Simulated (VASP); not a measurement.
# Ta2N (P-31m) in VASP: a series of runs

The runs below take Ta2N through single point, with LDA.

Program: VASP 6.6.1. These are calculated values, not measurements. Logs are shortened: lines on timing, memory, paths and dates and some standing lists are left out, and cuts for length are marked.

### 1 The cell of the first run

Symmetry: P-31m, No. 162, trigonal system. Conventional cell: a = 5.338 Å, b = 5.338 Å, c = 4.686 Å, α = 90.00°, β = 90.00°, γ = 120.00°. Within 2.7 Å of Ta (site symmetry m) lie 3 N at 2.02 to 2.19 Å. Within 2.9 Å of N (site symmetry 32) lie 6 Ta at 2.19 Å. N (site symmetry -3m) has 6 Ta at 2.02 Å within 2.7 Å.

### 2 Single point, LDA (c/a of the conventional cell at fixed volume 0.8779)

Contents of INCAR:

```
SYSTEM = Ta2N
PREC = Accurate
ENCUT = 520
EDIFF = 1E-6
ISMEAR = 0
SIGMA = 0.15
LREAL = .FALSE.
LASPH = .TRUE.
NELM = 100
ALGO = Normal
ISIF = 2
LWAVE = .FALSE.
LCHARG = .FALSE.
GGA = CA
NBANDS = 50
```

Contents of KPOINTS:

```
Automatic mesh
0
G
  9 9 8
  0 0 0
```

Contents of POSCAR:

```
Ta2N
1.0
    5.3378662704      0.0000000000      0.0000000000
   -2.6689331352      4.6227277921      0.0000000000
    0.0000000000      0.0000000000      4.6861127988
Ta N
6 3
Direct
    0.6908347477      0.6908347477      0.7526041962
    0.0000000000      0.3091652523      0.7526041962
    0.3091652523      0.0000000000      0.7526041962
    0.3091652523      0.3091652523      0.2473958038
    0.0000000000      0.6908347477      0.2473958038
    0.6908347477      0.0000000000      0.2473958038
    0.6666666667      0.3333333333      0.5000000000
    0.3333333333      0.6666666667      0.5000000000
    0.0000000000      0.0000000000      0.0000000000
```

Potentials or basis: VASP PAW LDA potentials, release 64 (Ta_pv, N).

Started as:

```sh
cat potpaw_LDA.64/Ta_pv/POTCAR potpaw_LDA.64/N/POTCAR > POTCAR
mpirun -np 1 vasp_std > vasp.out
```

OUTCAR:

```text
SYSTEM = Ta2N
   PREC = Accurate
   ENCUT = 520
   EDIFF = 1E-6
   ISMEAR = 0
   LREAL = .FALSE.
   LASPH = .TRUE.
   NELM = 100
   ISIF = 2
   GGA = CA

 ion  position               nearest neighbor table
   1  0.691  0.691  0.753-   9 2.02   7 2.19   8 2.19   6 2.85   5 2.85   2 2.86   3 2.86   6 2.89
                             5 2.89   4 3.09   4 3.12   3 3.20   2 3.20   2 3.20   3 3.20
   2  0.000  0.309  0.753-   9 2.02   7 2.19   8 2.19   6 2.85   4 2.85   1 2.86   3 2.86   6 2.89
                             4 2.89   5 3.09   5 3.12   3 3.20   1 3.20   1 3.20   3 3.20
   3  0.309  0.000  0.753-   9 2.02   8 2.19   7 2.19   5 2.85   4 2.85   2 2.86   1 2.86   5 2.89
                             4 2.89   6 3.09   6 3.12   2 3.20   1 3.20   2 3.20   1 3.20
   4  0.309  0.309  0.247-   9 2.02   8 2.19   7 2.19   3 2.85   2 2.85   5 2.86   6 2.86   3 2.89
                             2 2.89   1 3.09   1 3.12   6 3.20   5 3.20   5 3.20   6 3.20
   5  0.000  0.691  0.247-   9 2.02   8 2.19   7 2.19   3 2.85   1 2.85   4 2.86   6 2.86   3 2.89
                             1 2.89   2 3.09   2 3.12   6 3.20   4 3.20   4 3.20   6 3.20
   6  0.691  0.000  0.247-   9 2.02   7 2.19   8 2.19   2 2.85   1 2.85   5 2.86   4 2.86   1 2.89
                             2 2.89   3 3.09   3 3.12   5 3.20   4 3.20   4 3.20   5 3.20
   7  0.667  0.333  0.500-   6 2.19   2 2.19   5 2.19   3 2.19   1 2.19   4 2.19
   8  0.333  0.667  0.500-   3 2.19   5 2.19   2 2.19   6 2.19   4 2.19   1 2.19
   9  0.000  0.000  0.000-   1 2.02   2 2.02   4 2.02   5 2.02   3 2.02   6 2.02

  LATTYP: Found a hexagonal cell.
 ALAT       =     5.3378662704
 C/A-ratio  =     0.8779000000

  Lattice vectors:

 A1 = (   5.3378662704,   0.0000000000,   0.0000000000)
 A2 = (  -2.6689331352,   4.6227277921,   0.0000000000)
 A3 = (   0.0000000000,   0.0000000000,   4.6861127988)

Analysis of symmetry for initial positions (statically):
=====================================================================
 Subroutine PRICEL returns:
 Original cell was already a primitive cell.

 Routine SETGRP: Setting up the symmetry group for a
 hexagonal supercell.

 Subroutine GETGRP returns: Found 12 space group operations
 (whereof 12 operations were pure point group operations)
 out of a pool of 24 trial point group operations.

The static configuration has the point symmetry D_3d.

Analysis of symmetry for dynamics (positions and initial velocities):
=====================================================================
 Subroutine PRICEL returns:
 Original cell was already a primitive cell.

 Routine SETGRP: Setting up the symmetry group for a
 hexagonal supercell.

 Subroutine GETGRP returns: Found 12 space group operations
 (whereof 12 operations were pure point group operations)
 out of a pool of 24 trial point group operations.

The dynamic configuration has the point symmetry D_3d.

 Subroutine INISYM returns: Found 12 space group operations
 (whereof 12 operations are pure point group operations),
 and found     1 'primitive' translations

----------------------------------------------------------------------------------------

                                     Primitive cell

  volume of cell :     115.6322

  direct lattice vectors                    reciprocal lattice vectors
     5.337866270  0.000000000  0.000000000     0.187340774  0.108161246  0.000000000
    -2.668933135  4.622727792  0.000000000     0.000000000  0.216322493  0.000000000
     0.000000000  0.000000000  4.686112799     0.000000000  0.000000000  0.213396485

  length of vectors
     5.337866270  5.337866270  4.686112799     0.216322493  0.216322493  0.213396485

  position of ions in fractional coordinates (direct lattice)
     0.690834748  0.690834748  0.752604196
     1.000000000  0.309165252  0.752604196
     0.309165252  0.000000000  0.752604196
     0.309165252  0.309165252  0.247395804
     1.000000000  0.690834748  0.247395804
     0.690834748  0.000000000  0.247395804
     0.666666667  0.333333333  0.500000000
     0.333333333  0.666666667  0.500000000
     0.000000000  0.000000000  0.000000000

  ion indices of the primitive-cell ions
   primitive index   ion index
                 1           1
                 2           2
                 3           3
                 4           4
                 5           5
                 6           6
                 7           7
                 8           8
                 9           9

----------------------------------------------------------------------------------------

 KPOINTS: Automatic mesh

Automatic generation of k-mesh.
 Grid dimensions read from file:
 generate k-points for:    9    9    8

 Generating k-lattice:

  Cartesian coordinates                     Fractional coordinates (reciprocal lattice)
     0.020815642  0.012017916  0.000000000     0.111111111  0.000000000  0.000000000
     0.000000000  0.024035833  0.000000000     0.000000000  0.111111111  0.000000000
     0.000000000  0.000000000  0.026674561     0.000000000  0.000000000  0.125000000

  Length of vectors
     0.024035833  0.024035833  0.026674561

  Shift w.r.t. Gamma in fractional coordinates (k-lattice)
     0.000000000  0.000000000  0.000000000

 Subroutine IBZKPT returns following result:
 ===========================================

 Found     81 irreducible k-points:

 Following reciprocal coordinates:
            Coordinates               Weight
  0.000000  0.000000  0.000000      1.000000
  0.111111  0.000000  0.000000      6.000000
  0.222222  0.000000  0.000000      6.000000
  0.333333  0.000000  0.000000      6.000000
  0.444444  0.000000  0.000000      6.000000
  0.111111  0.111111  0.000000      6.000000
[... 16 lines left out ...]
 -0.111111  0.444444  0.125000     12.000000
  0.444444  0.111111  0.125000      6.000000
 [... further k-points ...]
   k-points           NKPTS =     81   k-points in BZ     NKDIM =     81   number of bands    NBANDS=     50
   number of dos      NEDOS =    301   number of ions     NIONS =      9
   total plane-waves  NPLWV =  57600
   dimension x,y,z NGX =    40 NGY =   40 NGZ =   36
   dimension x,y,z NGXF=    80 NGYF=   80 NGZF=   72
   ions per type =               6   3
   NGX,Y,Z   is equivalent  to a cutoff of  12.46, 12.46, 12.77 a.u.
   NGXF,Y,Z  is equivalent  to a cutoff of  24.92, 24.92, 25.54 a.u.
 SYSTEM =  Ta2N
   PREC   = accura    normal or accurate (medium, high low for compatibility)
   ISTART =      0    job   : 0-new  1-cont  2-samecut
   ICHARG =      2    charge: 1-file 2-atom 10-const
   ISPIN  =      1    spin polarized calculation?
   LNONCOLLINEAR =      F non collinear calculations
   LSORBIT =      F    spin-orbit coupling
   LASPH  =      T    aspherical Exc in radial PAW
   ENCUT  =  520.0 eV  38.22 Ry    6.18 a.u.   9.92  9.92  8.71*2*pi/ulx,y,z
   NELM   =    100;   NELMIN=  2; NELMDL= -5     # of ELM steps
   EDIFF  = 0.1E-05   stopping-criterion for ELM
   LREAL  =      F    real-space projection
   EDIFFG = 0.1E-04   stopping-criterion for IOM
   NSW    =      0    number of steps for IOM
   IBRION =     -1    ionic relax: 0-MD 1-quasi-New 2-CG
   NFREE  =      0    steps in history (QN), initial steepest desc. (CG)
   ISIF   =      2    stress and relaxation
   ISYM   =      2    0-nonsym 1-usesym 2-fastsym
   POTIM  = 0.5000    time-step for ionic-motion
   TEBEG  =    0.0;   TEEND  =   0.0 temperature during run
   PSTRESS=    0.0 pullay stress
   NELECT =      81.0000    total number of electrons
   NUPDOWN=      -1.0000    fix difference up-down
   EMIN   =  10.00;   EMAX   =-10.00  energy-range for DOS
   EFERMI =   0.00;   METHOD = LEGACY
   ISMEAR =     0;   SIGMA  =   0.15  broadening in eV -4-tet -1-fermi 0-gaus
   EFERMI_NEDOS =   21; number of points for ismear=-14 and -15
   IALGO  =     38    algorithm
   IMIX   =      4    mixing-type and parameters
     AMIX     =   0.40;   BMIX     =  1.00
     AMIX_MAG =   1.60;   BMIX_MAG =  1.00
  volume/ion in A,a.u.               =      12.85        86.70
  Fermi-wavevector in a.u.,A,eV,Ry     =   1.453930  2.747530 28.761537  2.113913
  Thomas-Fermi vector in A             =   2.571140
   LORBIT       =      0    0 simple, 1 ext, 2 COOP (PROOUT), +10 PAW based schemes
   GGA     = CA    functional components
   LHFCALC =     F    Hartree Fock is set to
   AEXX    =    0.0000 exact exchange contribution
   IVDW    =     0    specifies the selected vdW correction
   LEPSILON=     F    determine dielectric tensor
   LRPA    =     F    only Hartree local field effects (RPA)
 non-spin polarized calculation
 Gauss-broadening in eV      SIGMA  =   0.15
  energy-cutoff  :      520.00
  volume of cell :      115.63
 maximum number of plane-waves:      3135
   NGX = 19   NGY = 19   NGZ = 17

 number of electron      81.0000004 magnetization

 Free energy of the ion-electron system (eV)
  ---------------------------------------------------
  ext. energy  EPLUGINS =         0.00000000
  ---------------------------------------------------
  free energy    TOTEN  =      -112.50235019 eV

  energy without entropy =     -112.45595978  energy(sigma->0) =     -112.47915499

 E-fermi :   7.4639     XC(G=0): -13.3223

 val. band max:        7.4568679562   @ k =   0.0000   0.0000   0.1250
 cond. band min:       7.4644266707   @ k =   0.0000   0.0000   0.0000
 fundamental gap:      0.0075587145
 Fermi energy:         7.4638809445

 k-point     1 :       0.0000    0.0000    0.0000
  band No.  band energies     occupation
      1     -28.1715      2.00000
      2     -27.3826      2.00000
      3     -27.3759      2.00000
      4     -27.3759      2.00000
      5     -27.2798      2.00000
      6     -27.2410      2.00000
[... 42 lines left out ...]
     49      11.0212      0.00000
     50      11.3711      0.00000

 k-point     2 :       0.1111    0.0000    0.0000
  band No.  band energies     occupation
      1     -28.1577      2.00000
      2     -27.4152      2.00000
      3     -27.3898      2.00000
      4     -27.3481      2.00000
      5     -27.3232      2.00000
      6     -27.2873      2.00000
[... 1158 lines left out ...]
 k-point    24 :       0.4444    0.1111    0.1250
  band No.  band energies     occupation
      1     -28.0404      2.00000
      2     -27.5195      2.00000
      3     -27.4601      2.00000
      4     -27.3891      2.00000
      5     -27.3231      2.00000
      6     -27.2044      2.00000
[... 42 lines left out ...]
     49      10.7574      0.00000
     50      10.8561      0.00000

 [... further k-points ...]
[... 5 lines left out ...]
  --------------------------------------------------------------------------------------
  -------------------------------------------------------------------------------------
  Total        2.2979189      2.2979189     14.1708887      0.0000000      0.0000000      0.0000000
  in kB       31.8395216     31.8395216    196.3491033      0.0000000      0.0000000      0.0000000
  external PRESSURE =      86.6760488 kB  Pullay stress =       0.0000000 kB

 VOLUME and BASIS-vectors are now :
 -----------------------------------------------------------------------------
  energy-cutoff  :      520.00
  volume of cell :      115.63
      direct lattice vectors                 reciprocal lattice vectors
     5.337866270  0.000000000  0.000000000     0.187340774  0.108161246  0.000000000
    -2.668933135  4.622727792  0.000000000     0.000000000  0.216322493  0.000000000
     0.000000000  0.000000000  4.686112799     0.000000000  0.000000000  0.213396485

 POSITION                                       TOTAL-FORCE (eV/Angst)
 -----------------------------------------------------------------------------------
      1.84379      3.19354      3.52679        -1.831980     -3.173083     -1.724979
     -0.82514      1.42919      3.52679        -1.831980      3.173083     -1.724979
      1.65028      0.00000      3.52679         3.663961     -0.000000     -1.724979
      0.82514      1.42919      1.15932         1.831980      3.173083      1.724979
     -1.84379      3.19354      1.15932         1.831980     -3.173083      1.724979
      3.68758      0.00000      1.15932        -3.663961      0.000000      1.724979
      2.66893      1.54091      2.34306         0.000000     -0.000000      0.000000
     -0.00000      3.08182      2.34306         0.000000      0.000000      0.000000
      0.00000      0.00000      0.00000         0.000000      0.000000      0.000000
 -----------------------------------------------------------------------------------
    total drift:                                0.000000     -0.000000      0.000000

  FREE ENERGIE OF THE ION-ELECTRON SYSTEM (eV)
  ---------------------------------------------------
  free  energy   TOTEN  =      -112.5023501882 eV

  energy  without entropy=     -112.4559597828  energy(sigma->0) =     -112.47915499
```

Run time: 4.5 min. Hardware: 1 thread of AMD EPYC 9R45 (Zen 5), shared host; peak memory 0.39 GiB.

Results:

* Free energy: -112.5024 eV
* Pressure: 8.7 GPa
* Largest force: 4.050 eV/Å

Forces on the atoms (eV/Å):
```
Ta  -1.832 -3.173 -1.725
Ta  -1.832  3.173 -1.725
Ta   3.664  0.000 -1.725
Ta   1.832  3.173  1.725
Ta   1.832 -3.173  1.725
Ta  -3.664  0.000  1.725
N    0.000  0.000  0.000
N    0.000  0.000  0.000
N    0.000  0.000  0.000
```

Levels at points of the mesh, in eV from the Fermi level:
```
           k point  band 37  band 38  band 39  band 40  band 41  band 42  band 43  band 44  band 45  band 46
(0.00, 0.00, 0.00)    -1.59    -0.21    -0.07    -0.07     0.00     0.00     0.04     0.57     0.57     1.66
(0.00, 0.00, 0.50)    -1.48    -1.44    -1.44    -1.23    -1.09     0.11     0.11     1.61     1.91     1.91
```

Caveat: spin-orbit coupling is left out, which moves the levels of the heavy elements; forces of over 1 eV/Å act on the atoms, so gaps and moduli don't describe the material at rest.

### 3 Single point, LDA (c/a of the conventional cell at fixed volume 0.8966)

Contents of INCAR:

```
  PREC = Accurate
  ENCUT = 520
  EDIFF = 1E-6
  ISMEAR = 0
  SIGMA = 0.15
  LREAL = False
  LASPH = True
  NELM = 80
  ALGO = Normal
  ISIF = 2
  LWAVE = False
  LCHARG = False
  GGA = CA
  NBANDS = 50
```

Contents of KPOINTS:

```
Automatic mesh
0
Gamma
  9 9 8
```

Contents of POSCAR:

```
Ta2N
1.0
    5.3004953848      0.0000000000      0.0000000000
   -2.6502476924      4.5903636559      0.0000000000
    0.0000000000      0.0000000000      4.7524241620
Ta N
6 3
Direct
    0.7027876405      0.7027876405      0.7526041962
    0.0000000000      0.2972123595      0.7526041962
    0.2972123595      0.0000000000      0.7526041962
    0.2972123595      0.2972123595      0.2473958038
    0.0000000000      0.7027876405      0.2473958038
    0.7027876405      0.0000000000      0.2473958038
    0.6666666667      0.3333333333      0.5000000000
    0.3333333333      0.6666666667      0.5000000000
    0.0000000000      0.0000000000      0.0000000000
```

Potentials or basis: VASP PAW LDA potentials, release 64 (Ta_pv, N).

Started as:

```sh
cat potpaw_LDA.64/Ta_pv/POTCAR potpaw_LDA.64/N/POTCAR > POTCAR
mpirun -np 1 vasp_std > vasp.out
```

Run time: 4.5 min. Hardware: 1 thread of AMD EPYC 9R45 (Zen 5), shared host; peak memory 0.4 GiB.

The run converged. Its results:

* Free energy: -110.7688 eV
* Pressure: 16.5 GPa
* Largest force: 6.682 eV/Å

Forces in eV/Å, atoms in the order of the input:
```
Ta  -3.077 -5.330 -2.602
Ta  -3.077  5.330 -2.602
Ta   6.155  0.000 -2.602
Ta   3.077  5.330  2.602
Ta   3.077 -5.330  2.602
Ta  -6.155  0.000  2.602
N    0.000  0.000  0.000
N    0.000  0.000  0.000
N    0.000  0.000  0.000
```

Stress tensor (GPa, compression positive):
```
14.16  0.00  0.00
 0.00 14.16  0.00
 0.00  0.00 21.08
```

Levels at points of the mesh, in eV from the Fermi level:
```
           k point  band 37  band 38  band 39  band 40  band 41  band 42  band 43  band 44  band 45  band 46
(0.00, 0.00, 0.00)    -1.70    -0.46    -0.10    -0.10     0.00     0.14     0.14     0.94     0.94     2.01
(0.00, 0.00, 0.50)    -1.34    -1.27    -1.27    -1.25    -1.05    -0.05    -0.05     1.86     1.86     2.01
```

Caveat: spin-orbit coupling is left out, which moves the levels of the heavy elements; forces of over 1 eV/Å act on the atoms, so gaps and moduli don't describe the material at rest.

### 4 Single point, LDA (c/a of the conventional cell at fixed volume 0.8779)

Contents of INCAR:

```
PREC     = Accurate       # precision mode
ENCUT    = 520            # plane-wave cutoff, eV
EDIFF    = 1E-6           # SCF threshold, eV
ISMEAR   = 0              # smearing method
SIGMA    = 0.15           # smearing width, eV
LREAL    = F              # projectors in reciprocal space
LASPH    = T              # aspherical terms in the spheres
NELM     = 100            # most SCF steps
ALGO     = Normal         # electronic algorithm
ISIF     = 2              # what is computed and relaxed
LWAVE    = F              # write WAVECAR
LCHARG   = F              # write CHGCAR
NBANDS   = 50             # bands
```

KPOINTS is that of step 3.

Contents of POSCAR:

```
Ta2N
1.0
    5.3378662704      0.0000000000      0.0000000000
   -2.6689331352      4.6227277921      0.0000000000
    0.0000000000      0.0000000000      4.6861127988
Ta N
6 3
Direct
    0.7147405334      0.7147405334      0.7526041962
    0.0000000000      0.2852594666      0.7526041962
    0.2852594666      0.0000000000      0.7526041962
    0.2852594666      0.2852594666      0.2473958038
    0.0000000000      0.7147405334      0.2473958038
    0.7147405334      0.0000000000      0.2473958038
    0.6666666667      0.3333333333      0.5000000000
    0.3333333333      0.6666666667      0.5000000000
    0.0000000000      0.0000000000      0.0000000000
```

Started as:

```sh
cat potpaw_LDA.64/Ta_pv/POTCAR potpaw_LDA.64/N/POTCAR > POTCAR
mpirun -np 1 vasp_std > vasp.out
```

It took 3.3 min on 1 thread of Intel Xeon 6975P-C (Granite Rapids), shared host; peak memory 0.42 GiB.

The run converged. Its results:

| Item | Value |
| --- | --- |
| Free energy | -107.8175 eV |
| Pressure | 28.8 GPa |
| Largest force | 9.735 eV/Å |

Forces in eV/Å, atoms in the order of the input:
```
Ta  -4.492 -7.781 -3.749
Ta  -4.492  7.781 -3.749
Ta   8.984  0.000 -3.749
Ta   4.492  7.781  3.749
Ta   4.492 -7.781  3.749
Ta  -8.984  0.000  3.749
N    0.000  0.000  0.000
N    0.000  0.000  0.000
N    0.000  0.000  0.000
```

Stress tensor (GPa, compression positive):
```
25.60  0.00  0.00
 0.00 25.60  0.00
 0.00  0.00 35.23
```

Levels at points of the mesh, in eV from the Fermi level:
| k point | band 36 | band 37 | band 38 | band 39 | band 40 | band 41 | band 42 | band 43 | band 44 | band 45 |
| --- | --- | --- | --- | --- | --- | --- | --- | --- | --- | --- |
| (0.00, 0.00, 0.00) | -1.64 | -1.64 | -0.36 | -0.33 | -0.33 | 0.14 | 0.34 | 0.34 | 1.10 | 1.10 |
| (0.00, 0.00, 0.50) | -1.35 | -1.35 | -1.20 | -1.20 | -1.08 | -0.53 | -0.27 | -0.27 | 1.66 | 1.66 |

Caveat: spin-orbit coupling is left out, which moves the levels of the heavy elements; forces of over 1 eV/Å act on the atoms, so gaps and moduli don't describe the material at rest.
